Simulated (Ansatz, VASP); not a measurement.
# Two plane-wave programs on B

File INCAR:

```
  PREC = Accurate
  ENCUT = 520
  EDIFF = 1E-7
  ISMEAR = -1
  SIGMA = 0.1
  LREAL = False
  LASPH = True
  NELM = 80
  ALGO = Normal
  ISIF = 2
  LWAVE = False
  LCHARG = False
  GGA = CA
  NBANDS = 10
```

The input KPOINTS:

```
regular mesh
0
Gamma
  22 22 13
```

The input POSCAR:

```
B
1.0
   -2.4947928893      2.6827455462      0.8078764630
    2.6827455462     -2.4947928893      0.8078764630
    1.9928616293      1.9928616293     -0.4636408278
B
2
Direct
    0.0679677043      0.9320322957      0.0000000000
    0.6820322957      0.3179677043      0.5000000000
```

Input for Ansatz:

```yaml
crystal:
  lattice:
    - [-2.4947928893, 2.6827455462, 0.807876463]
    - [2.6827455462, -2.4947928893, 0.807876463]
    - [1.9928616293, 1.9928616293, -0.4636408278]
  atoms:
    - { symbol: B, position: [0.0679677043, 0.9320322957, 0.0] }
    - { symbol: B, position: [0.6820322957, 0.3179677043, 0.5] }
hamiltonian:
  xc: lda
  pseudopotentials:
    kind: paw
    azcp:
      B: "pseudopotentials/B.paw.azcp"
basis:
  ecutwfc: 420
  fft_grid_basis: typed
kpoints:
  mp_grid: { grid: [22, 22, 13], shift: [0, 0, 0] }
magnetization:
  spin_polarized: false
scf:
  occupations: { method: fermi_dirac, width: 0.1 }
  lower_state_search: "off"
output:
  stress: true
```

Alike in both runs: task single point; functional LDA; k mesh 22 × 22 × 13; occupations fermi-dirac, width 0.1 eV; no spin polarisation.

|  | VASP | Ansatz |
| --- | --- | --- |
| version | VASP 6.6.1 | Ansatz 0.2.0 |
| potentials or method | VASP PAW LDA potentials, release 64 (B), cutoff 520 eV | plane waves (420 eV) with PAW, scalar-relativistic |
| valence electrons in the cell | 6 | 6 |

Ansatz gave:

- pressure (GPa): -7.5
- traceless stress, the component that is largest in VASP (GPa): -6.08

Question: Which values does VASP return?

Answer: Pressure (GPa): -7.3; traceless stress, the component that is largest in VASP (GPa): -6.02.

Ansatz warns that its potentials were made for another functional, while VASP's fit it. LDA's correlation is that of Perdew and Zunger in VASP and of Perdew and Wang (1992) in Ansatz. Ansatz's warnings: structure snapped to symmetry.
